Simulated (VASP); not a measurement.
Set up this calculation in VASP 6.6.1, as the native input.

| Quantity | Value |
| --- | --- |
| Task | single point |
| Functional | r2SCAN |
| Potentials or basis | VASP PAW PBE potentials, release 64 (Na_pv, F) |
| Cutoff | 520 eV |
| k mesh | 8 × 8 × 8 |
| Occupations | gaussian, width 0.01 eV |
| Spin | no spin polarisation |
| Dipole correction | no |
| Further INCAR settings | ALGO = Normal; EDIFF = 1e-07; NBANDS = 14 |

Crystal: NaF.

```
Na F
1.0
     2.27410    2.27410    0.00000
    -2.27410    2.27410    0.00000
     0.00000    2.27410    2.31085
Na F
1 1
Direct
  0.00000 0.00000 0.00000
  0.50000 0.50000 0.00000
```

This cell differs from its parent crystal: in-plane strain -0.01.

The input as run:

POSCAR

```
NaF
1.0
    2.2741008377      2.2741008377      0.0000000000
   -2.2741008377      2.2741008377      0.0000000000
    0.0000000000      2.2741008377      2.3108539826
Na F
1 1
Direct
    0.0000000000      0.0000000000      0.0000000000
    0.5000000000      0.5000000000      0.0000000000
```

INCAR.step1

```
SYSTEM = NaF
PREC = Accurate
ENCUT = 520
ISMEAR = 0
SIGMA = 0.01
LREAL = .FALSE.
LASPH = .TRUE.
NELM = 100
NBANDS = 14
GGA = PE
ALGO = Normal
EDIFF = 1E-4
LWAVE = .TRUE.
LCHARG = .FALSE.
```

INCAR.step2

```
SYSTEM = NaF
PREC = Accurate
ENCUT = 520
EDIFF = 1E-7
ISMEAR = 0
SIGMA = 0.01
LREAL = .FALSE.
LASPH = .TRUE.
NELM = 100
ALGO = Normal
ISIF = 2
LWAVE = .FALSE.
LCHARG = .FALSE.
METAGGA = R2SCAN
LMIXTAU = .TRUE.
NBANDS = 14
ISTART = 1
```

KPOINTS

```
Automatic mesh
0
G
  8 8 8
  0 0 0
```

Potentials or basis: VASP PAW PBE potentials, release 64 (Na_pv, F).

The run is started by

```sh
$ cat potpaw_PBE.64/Na_pv/POTCAR potpaw_PBE.64/F/POTCAR > POTCAR
$ cp INCAR.step1 INCAR
$ mpirun -np 1 vasp_std > vasp.out
$ cp INCAR.step2 INCAR
$ mpirun -np 1 vasp_std > vasp.out
```

Results of the run:

```
Pressure               : 0.0 GPa
Band gap on the k mesh : 7.40 eV
```

Caveat: the cell differs from its parent crystal (in-plane strain -0.01); the PAW data sets were made with another functional, which shifts forces and pressure a little.

It took 87 s on 1 thread of AMD EPYC 7R43 64-Core Processor (Zen 3) (shared host), peak memory 0.11 GiB.
